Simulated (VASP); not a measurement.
# Cd4Se (P-3m1) in VASP: notebook

Runs on Cd4Se. Level: PBE. Tasks: relaxation of cell and atoms, single point.

Program: VASP 6.6.1. These are calculated values, not measurements. Logs are shortened: lines on timing, memory, paths and dates and some standing lists are left out, and cuts for length are marked.

**1. The cell of the first run**

Symmetry: P-3m1, No. 164, trigonal system. Conventional cell: a = 3.300 Å, b = 3.300 Å, c = 12.600 Å, α = 90.00°, β = 90.00°, γ = 120.00°. Within 3.7 Å of Cd (site symmetry 3m) lie 3 Se at 2.77 Å and 9 Cd at 3.30 to 3.47 Å. Cd (site symmetry 3m) has 12 Cd at 3.30 to 3.47 Å within 4.3 Å. Se (site symmetry -3m) has 6 Cd at 2.77 Å and 6 Se at 3.30 Å within 3.7 Å.

**2. Relaxation of cell and atoms, PBE**

INCAR reads:

```
ALGO     = Normal         # electronic algorithm
EDIFF    = 1E-7           # SCF threshold, eV
EDIFFG   = -0.08          # ionic threshold
ENCUT    = 600            # plane-wave cutoff, eV
GGA      = PE             # functional
IBRION   = 2              # ionic algorithm
ISIF     = 3              # what is computed and relaxed
ISMEAR   = 0              # smearing method
LASPH    = T              # aspherical terms in the spheres
LCHARG   = F              # write CHGCAR
LREAL    = F              # projectors in reciprocal space
LWAVE    = F              # write WAVECAR
NELM     = 100            # most SCF steps
NSW      = 36             # ionic steps
PREC     = Accurate       # precision mode
SIGMA    = 0.2            # smearing width, eV
```

KPOINTS reads:

```
k-points
0
Gamma
  6 6 2
```

POSCAR reads:

```
Cd4Se
1.0
    3.3000000000      0.0000000000      0.0000000000
   -1.6500000000      2.8578838300      0.0000000000
    0.0000000000      0.0000000000     12.6000000000
Cd Se
4 1
Direct
    0.3333333300      0.6666666700      0.1600000000
    0.6666666700      0.3333333300      0.8400000000
    0.6666666700      0.3333333300      0.3900000000
    0.3333333300      0.6666666700      0.6100000000
    0.0000000000      0.0000000000      0.0000000000
```

Potentials or basis: VASP PAW PBE potentials, release 64 (Cd, Se).

Run with:

```bash
$ cat potpaw_PBE.64/Cd/POTCAR potpaw_PBE.64/Se/POTCAR > POTCAR
$ mpirun -np 1 vasp_std > vasp.out
```

OUTCAR:

```text
EDIFF = 1E-7
   EDIFFG = -0.08
   ENCUT = 600
   GGA = PE
   IBRION = 2
   ISIF = 3
   ISMEAR = 0
   LASPH = T
   LREAL = F
   NELM = 100
   NSW = 36
   PREC = Accurate

 ion  position               nearest neighbor table
   1  0.333  0.667  0.160-   5 2.77   5 2.77   5 2.77   3 3.47   3 3.47   3 3.47
   2  0.667  0.333  0.840-   5 2.77   5 2.77   5 2.77   4 3.47   4 3.47   4 3.47
   3  0.667  0.333  0.390-   4 3.36   4 3.36   4 3.36   1 3.47   1 3.47   1 3.47
   4  0.333  0.667  0.610-   3 3.36   3 3.36   3 3.36   2 3.47   2 3.47   2 3.47
   5  0.000  0.000  0.000-   1 2.77   2 2.77   1 2.77   2 2.77   2 2.77   1 2.77

  LATTYP: Found a hexagonal cell.
 ALAT       =     3.3000000000
 C/A-ratio  =     3.8181818182

  Lattice vectors:

 A1 = (   3.3000000000,   0.0000000000,   0.0000000000)
 A2 = (  -1.6500000000,   2.8578838300,   0.0000000000)
 A3 = (   0.0000000000,   0.0000000000,  12.6000000000)

Analysis of symmetry for initial positions (statically):
=====================================================================
 Subroutine PRICEL returns:
 Original cell was already a primitive cell.

 Routine SETGRP: Setting up the symmetry group for a
 hexagonal supercell.

 Subroutine GETGRP returns: Found 12 space group operations
 (whereof 12 operations were pure point group operations)
 out of a pool of 24 trial point group operations.

The static configuration has the point symmetry D_3d.

Analysis of symmetry for dynamics (positions and initial velocities):
=====================================================================
 Subroutine PRICEL returns:
 Original cell was already a primitive cell.

 Routine SETGRP: Setting up the symmetry group for a
 hexagonal supercell.

 Subroutine GETGRP returns: Found 12 space group operations
 (whereof 12 operations were pure point group operations)
 out of a pool of 24 trial point group operations.

The dynamic configuration has the point symmetry D_3d.

 Subroutine INISYM returns: Found 12 space group operations
 (whereof 12 operations are pure point group operations),
 and found     1 'primitive' translations

----------------------------------------------------------------------------------------

                                     Primitive cell

  volume of cell :     118.8308

  direct lattice vectors                    reciprocal lattice vectors
     3.300000000  0.000000000  0.000000000     0.303030303  0.174954627  0.000000000
    -1.650000000  2.857883830  0.000000000     0.000000000  0.349909254  0.000000000
     0.000000000  0.000000000 12.600000000     0.000000000  0.000000000  0.079365079

  length of vectors
     3.300000000  3.299999998 12.600000000     0.349909254  0.349909254  0.079365079

  position of ions in fractional coordinates (direct lattice)
     0.333333330  0.666666670  0.160000000
     0.666666670  0.333333330  0.840000000
     0.666666670  0.333333330  0.390000000
     0.333333330  0.666666670  0.610000000
     0.000000000  0.000000000  0.000000000

  ion indices of the primitive-cell ions
   primitive index   ion index
                 1           1
                 2           2
                 3           3
                 4           4
                 5           5

----------------------------------------------------------------------------------------

 KPOINTS: k-points

Automatic generation of k-mesh.
 Grid dimensions read from file:
 generate k-points for:    6    6    2

 Generating k-lattice:

  Cartesian coordinates                     Fractional coordinates (reciprocal lattice)
     0.050505051  0.029159105  0.000000000     0.166666667  0.000000000  0.000000000
     0.000000000  0.058318209  0.000000000     0.000000000  0.166666667  0.000000000
     0.000000000  0.000000000  0.039682540     0.000000000  0.000000000  0.500000000

  Length of vectors
     0.058318209  0.058318209  0.039682540

  Shift w.r.t. Gamma in fractional coordinates (k-lattice)
     0.000000000  0.000000000  0.000000000

 Subroutine IBZKPT returns following result:
 ===========================================

 Found     14 irreducible k-points:

 Following reciprocal coordinates:
            Coordinates               Weight
  0.000000  0.000000  0.000000      1.000000
  0.166667 -0.000000  0.000000      6.000000
  0.333333 -0.000000  0.000000      6.000000
  0.500000  0.000000  0.000000      3.000000
  0.166667  0.166667  0.000000      6.000000
  0.333333  0.166667  0.000000     12.000000
  0.333333  0.333333  0.000000      2.000000
  0.000000  0.000000  0.500000      1.000000
  0.166667 -0.000000  0.500000      6.000000
  0.333333 -0.000000  0.500000      6.000000
  0.500000  0.000000  0.500000      3.000000
  0.166667  0.166667  0.500000      6.000000
  0.333333  0.166667  0.500000     12.000000
  0.333333  0.333333  0.500000      2.000000
   k-points           NKPTS =     14   k-points in BZ     NKDIM =     14   number of bands    NBANDS=     32
   number of dos      NEDOS =    301   number of ions     NIONS =      5
   total plane-waves  NPLWV =  84672
   dimension x,y,z NGX =    28 NGY =   28 NGZ =  108
   dimension x,y,z NGXF=    56 NGYF=   56 NGZF=  216
   ions per type =               4   1
   NGX,Y,Z   is equivalent  to a cutoff of  14.11, 14.11, 14.25 a.u.
   NGXF,Y,Z  is equivalent  to a cutoff of  28.21, 28.21, 28.50 a.u.
 SYSTEM =  unknown system
   PREC   = accura    normal or accurate (medium, high low for compatibility)
   ISTART =      0    job   : 0-new  1-cont  2-samecut
   ICHARG =      2    charge: 1-file 2-atom 10-const
   ISPIN  =      1    spin polarized calculation?
   LNONCOLLINEAR =      F non collinear calculations
   LSORBIT =      F    spin-orbit coupling
   LASPH  =      T    aspherical Exc in radial PAW
   ENCUT  =  600.0 eV  44.10 Ry    6.64 a.u.   6.59  6.59 25.17*2*pi/ulx,y,z
   NELM   =    100;   NELMIN=  2; NELMDL= -5     # of ELM steps
   EDIFF  = 0.1E-06   stopping-criterion for ELM
   LREAL  =      F    real-space projection
   EDIFFG = -.8E-01   stopping-criterion for IOM
   NSW    =     36    number of steps for IOM
   IBRION =      2    ionic relax: 0-MD 1-quasi-New 2-CG
   NFREE  =      1    steps in history (QN), initial steepest desc. (CG)
   ISIF   =      3    stress and relaxation
   ISYM   =      2    0-nonsym 1-usesym 2-fastsym
   POTIM  = 0.5000    time-step for ionic-motion
   TEBEG  =    0.0;   TEEND  =   0.0 temperature during run
   PSTRESS=    0.0 pullay stress
   NELECT =      54.0000    total number of electrons
   NUPDOWN=      -1.0000    fix difference up-down
   EMIN   =  10.00;   EMAX   =-10.00  energy-range for DOS
   EFERMI =   0.00;   METHOD = LEGACY
   ISMEAR =     0;   SIGMA  =   0.20  broadening in eV -4-tet -1-fermi 0-gaus
   EFERMI_NEDOS =   21; number of points for ismear=-14 and -15
   IALGO  =     38    algorithm
   IMIX   =      4    mixing-type and parameters
     AMIX     =   0.40;   BMIX     =  1.00
     AMIX_MAG =   1.60;   BMIX_MAG =  1.00
  volume/ion in A,a.u.               =      23.77       160.38
  Fermi-wavevector in a.u.,A,eV,Ry     =   1.258625  2.378457 21.553495  1.584137
  Thomas-Fermi vector in A             =   2.392225
   LORBIT       =      0    0 simple, 1 ext, 2 COOP (PROOUT), +10 PAW based schemes
   GGA     = PE    functional components
   LHFCALC =     F    Hartree Fock is set to
   AEXX    =    0.0000 exact exchange contribution
   IVDW    =     0    specifies the selected vdW correction
   LEPSILON=     F    determine dielectric tensor
   LRPA    =     F    only Hartree local field effects (RPA)
 conjugate gradient relaxation of ions
 non-spin polarized calculation
 Gauss-broadening in eV      SIGMA  =   0.20
  energy-cutoff  :      600.00
  volume of cell :      118.83
 maximum number of plane-waves:      4035
 NGX is ok and might be reduce to    28
   NGX = 13   NGY = 13   NGZ = 51

--------------------------------------- Ionic step        1  -------------------------------------------

 number of electron      53.9999999 magnetization

 Free energy of the ion-electron system (eV)
  ---------------------------------------------------
  ext. energy  EPLUGINS =         0.00000000
  ---------------------------------------------------
  free energy    TOTEN  =        -5.71178197 eV

  energy without entropy =       -5.66815674  energy(sigma->0) =       -5.68996935

------------------------ aborting loop because EDIFF is reached ----------------------------------------

  FORCE on cell =-STRESS in cart. coord.  units (eV):
  Direction    XX          YY          ZZ          XY          YZ          ZX
  --------------------------------------------------------------------------------------
  -------------------------------------------------------------------------------------
  Total        2.5750779      2.5750779      1.2885031      0.0000000      0.0000000      0.0000000
  in kB       34.7193755     34.7193755     17.3726866      0.0000000      0.0000000      0.0000000
  external PRESSURE =      28.9371459 kB  Pullay stress =       0.0000000 kB
[... 98 lines left out ...]
  FREE ENERGIE OF THE ION-ELECTRON SYSTEM (eV)
  ---------------------------------------------------
  free  energy   TOTEN  =        -5.8847868323 eV

  energy  without entropy=       -5.8346454874  energy(sigma->0) =       -5.85971616

 E-fermi :   2.4344     XC(G=0): -10.2905

 val. band max:        2.4334312761   @ k =   0.3333   0.3333   0.5000
 cond. band min:       2.4505118680   @ k =   0.0000   0.0000   0.5000
 fundamental gap:      0.0170805920
 Fermi energy:         2.4344102763

 k-point     1 :       0.0000    0.0000    0.0000
  band No.  band energies     occupation
      1     -10.8561      2.00000
      2      -6.8624      2.00000
      3      -6.8199      2.00000
      4      -6.8199      2.00000
      5      -6.7841      2.00000
      6      -6.7841      2.00000
[... 479 lines left out ...]
     31       3.7307      0.00000
     32       3.7307      0.00000

[... ionic steps 4 to 16 ...]

--------------------------------------- Ionic step       17  -------------------------------------------

 number of electron      53.9999989 magnetization

------------------------ aborting loop because EDIFF is reached ----------------------------------------

  FORCE on cell =-STRESS in cart. coord.  units (eV):
  Direction    XX          YY          ZZ          XY          YZ          ZX
  --------------------------------------------------------------------------------------
  -------------------------------------------------------------------------------------
  Total       -0.4686755     -0.4686755     -0.3690403      0.0000000      0.0000000      0.0000000
  in kB       -5.8223771     -5.8223771     -4.5846046      0.0000000      0.0000000      0.0000000
  external PRESSURE =      -5.4097862 kB  Pullay stress =       0.0000000 kB
[... 63 lines left out ...]
  energy  without entropy=       -6.9767033731  energy(sigma->0) =       -6.99366463

--------------------------------------- Ionic step       19  -------------------------------------------

 number of electron      53.9999996 magnetization

 Free energy of the ion-electron system (eV)
  ---------------------------------------------------
  ext. energy  EPLUGINS =         0.00000000
  ---------------------------------------------------
  free energy    TOTEN  =        -7.01418312 eV

  energy without entropy =       -6.98189755  energy(sigma->0) =       -6.99804033

 E-fermi :   2.2687     XC(G=0):  -9.9150

 val. band max:        2.2240907150   @ k =   0.3333   0.3333   0.5000
 cond. band min:       2.3151576181   @ k =   0.3333   0.3333   0.5000
 fundamental gap:      0.0910669031
 Fermi energy:         2.2686748753

 k-point     1 :       0.0000    0.0000    0.0000
  band No.  band energies     occupation
      1     -11.3353      2.00000
      2      -7.0771      2.00000
      3      -7.0771      2.00000
      4      -7.0713      2.00000
      5      -7.0527      2.00000
      6      -7.0527      2.00000
[... 511 lines left out ...]
  FREE ENERGIE OF THE ION-ELECTRON SYSTEM (eV)
  ---------------------------------------------------
  free  energy   TOTEN  =        -7.0141831162 eV

  energy  without entropy=       -6.9818975498  energy(sigma->0) =       -6.99804033

 reached required accuracy - stopping structural energy minimisation
```

It took 19 min on 1 thread of Intel Xeon Platinum 8488C (Sapphire Rapids), shared host; peak memory 0.31 GiB.

Results:

```yaml
Free_energy: -7.0142 eV
Relaxed_volume: 25.56 Å³/atom
Relaxed_cell: a = 3.973 Å, b = 3.973 Å, c = 9.349 Å, α = 90.00°, β = 90.00°, γ = 120.00°
Space_group_after_relaxing_to_0.1_Å: P-3m1 (No. 164)
Energy_gained_by_relaxing: 260.5 meV/atom
Ionic_steps: 19
Pressure_after_relaxing: -0.2 GPa
Largest_force_after_relaxing: 0.073 eV/Å
Band_gap_on_the_k_mesh: zero (bands 27 and 28 overlap by 1.86 eV)
```

Forces in eV/Å, atoms in the order of the input:
```
Cd   0.000  0.000 -0.066
Cd   0.000  0.000  0.066
Cd   0.000  0.000 -0.073
Cd   0.000  0.000  0.073
Se   0.000  0.000  0.000
```

Stress tensor (GPa, compression positive):
```
-0.23  0.00  0.00
 0.00 -0.23  0.00
 0.00  0.00 -0.04
```

Step by step:
```tsv
step	energy change (eV)	largest force (eV/Å)	pressure (GPa)	volume (Å³)
1	0.0000	1.1915	2.89	118.83
2	-0.1644	0.5324	-0.51	126.36
3	-0.1730	0.3737	-1.32	128.77
4	-0.2672	0.3500	-1.24	127.05
5	-0.6092	0.2266	-0.22	121.59
6	-0.5084	1.5035	7.67	109.19
7	-0.8140	0.4707	1.43	117.39
8	-0.8384	0.7144	2.81	114.83
9	-0.8409	0.6405	2.37	115.56
10	-0.8836	0.6865	2.41	115.88
11	-0.9299	0.9815	2.79	116.56
12	-1.0192	0.9096	1.71	119.17
13	-1.1811	0.6891	-0.81	127.08
14	-1.0813	0.3953	-3.58	143.24
15	-1.2041	0.5570	-1.96	132.08
16	-1.2700	0.3408	-1.33	130.62
17	-1.2985	0.1000	-0.54	128.97
18	-1.2988	0.1002	-0.44	128.77
19	-1.3024	0.0733	-0.17	127.79
```

Final structure:
```yaml
crystal:
  lattice:
    - [3.97291, 0.00000, 0.00000]
    - [-1.98645, 3.44064, 0.00000]
    - [0.00000, 0.00000, 9.34866]
  atoms:
    - { symbol: Cd, position: [0.33333, 0.66667, 0.18205] }
    - { symbol: Cd, position: [0.66667, 0.33333, 0.81795] }
    - { symbol: Cd, position: [0.66667, 0.33333, 0.39698] }
    - { symbol: Cd, position: [0.33333, 0.66667, 0.60302] }
    - { symbol: Se, position: [0.00000, 0.00000, 0.00000] }
```

Caveat: the k points lie up to 0.34 Å⁻¹ apart in the final cell, too coarse for converged energies and pressures of a metal; a cell axis changed by over 15 % at a fixed basis, so the end point is rough; the relaxation stopped at a loose force limit of 0.08 eV/Å, so its end isn't a converged minimum.

**3. Single point, PBE**

This run uses another cell than the first one, of 25.83 Å³/atom.

INCAR reads:

```
ALGO = Normal
EDIFF = 1E-7
ENCUT = 520
GGA = PE
ISIF = 2
ISMEAR = 0
LASPH = True
LCHARG = False
LREAL = False
LWAVE = False
NBANDS = 35
NELM = 80
PREC = Accurate
SIGMA = 0.1
```

KPOINTS reads:

```
k-points
0
Gamma
  12 12 4
```

POSCAR reads:

```
Cd4Se
1.0
    4.1940486051      0.0000000000      0.0000000000
   -2.0970243026      3.6321526367      0.0000000000
    0.0000000000      0.0000000000      8.4790812513
Cd Se
4 1
Direct
    0.3333333333      0.6666666667      0.1877492817
    0.6666666667      0.3333333333      0.8122507183
    0.6666666667      0.3333333333      0.3982507397
    0.3333333333      0.6666666667      0.6017492603
    0.0000000000      0.0000000000      0.0000000000
```

Potentials or basis: VASP PAW PBE potentials, release 64 (Cd, Se).

Run with:

```bash
$ cat potpaw_PBE.64/Cd/POTCAR potpaw_PBE.64/Se/POTCAR > POTCAR
$ mpirun -np 1 vasp_std > vasp.out
```

OUTCAR:

```text
EDIFF = 1E-7
   ENCUT = 520
   GGA = PE
   ISIF = 2
   ISMEAR = 0
   LASPH = True
   LREAL = False
   NELM = 80
   PREC = Accurate

 ion  position               nearest neighbor table
   1  0.333  0.667  0.188-   5 2.90   5 2.90   5 2.90   3 3.01   3 3.01   3 3.01   4 3.51
   2  0.667  0.333  0.812-   5 2.90   5 2.90   5 2.90   4 3.01   4 3.01   4 3.01   3 3.51
   3  0.667  0.333  0.398-   4 2.97   4 2.97   4 2.97   1 3.01   1 3.01   1 3.01   2 3.51
   4  0.333  0.667  0.602-   3 2.97   3 2.97   3 2.97   2 3.01   2 3.01   2 3.01   1 3.51
[... 1118 lines left out ...]
  -------------------------------------------------------------------------------------
  Total        0.1828149      0.1828149      0.1668083     -0.0000000      0.0000000      0.0000000
  in kB        2.2676495      2.2676495      2.0691022     -0.0000000      0.0000000      0.0000000
  external PRESSURE =       2.2014671 kB  Pullay stress =       0.0000000 kB

 VOLUME and BASIS-vectors are now :
 -----------------------------------------------------------------------------
  energy-cutoff  :      520.00
  volume of cell :      129.17
      direct lattice vectors                 reciprocal lattice vectors
     4.194048605  0.000000000  0.000000000     0.238433098  0.137659413  0.000000000
    -2.097024303  3.632152637  0.000000000     0.000000000  0.275318826  0.000000000
     0.000000000  0.000000000  8.479081251     0.000000000  0.000000000  0.117937306

 POSITION                                       TOTAL-FORCE (eV/Angst)
 -----------------------------------------------------------------------------------
     -0.00000      2.42144      1.59194         0.000000     -0.000000      0.000632
      2.09702      1.21072      6.88714        -0.000000      0.000000     -0.000632
      2.09702      1.21072      3.37680        -0.000000      0.000000     -0.000674
     -0.00000      2.42144      5.10228         0.000000     -0.000000      0.000674
      0.00000      0.00000      0.00000        -0.000000      0.000000      0.000000
 -----------------------------------------------------------------------------------
    total drift:                                0.000000      0.000000      0.000000

  FREE ENERGIE OF THE ION-ELECTRON SYSTEM (eV)
  ---------------------------------------------------
  free  energy   TOTEN  =        -6.9763886171 eV

  energy  without entropy=       -6.9699864369  energy(sigma->0) =       -6.97318753
```

stdout:

```text
POSCAR found type information on POSCAR CdSe
 POSCAR found :  2 types and       5 ions
 scaLAPACK will be used
 LDA part: xc-table for (Slater+PW92), standard interpolation
 POSCAR, INCAR and KPOINTS ok, starting setup
 FFT: planning ... GRIDC
 FFT: planning ... GRID_SOFT
 FFT: planning ... GRID
 WAVECAR not read
 entering main loop
```

Wall time 3.2 min (1 thread of Intel Xeon Platinum 8488C (Sapphire Rapids), shared host); peak memory 0.4 GiB.

Results:

```yaml
Free_energy: -6.9764 eV
Pressure: 0.2 GPa
Band_gap_on_the_k_mesh: zero (bands 27 and 28 overlap by 2.87 eV)
```

Levels at points of the mesh, in eV from the Fermi level:
| k point | band 25 | band 26 | band 27 | band 28 | band 29 | band 30 |
| --- | --- | --- | --- | --- | --- | --- |
| (0.00, 0.00, 0.00) | -1.55 | -1.40 | -1.29 | 2.92 | 3.82 | 3.82 |
| (0.50, 0.00, 0.00) | -3.06 | -2.40 | -2.36 | 1.13 | 1.13 | 2.42 |
| (0.00, 0.00, 0.50) | -1.55 | -1.55 | 1.17 | 1.57 | 4.46 | 4.46 |
| (0.50, 0.00, 0.50) | -2.35 | -1.68 | -0.91 | -0.65 | 0.35 | 1.82 |

The gap in the log of VASP goes by the Fermi energy; the results here count the filled bands.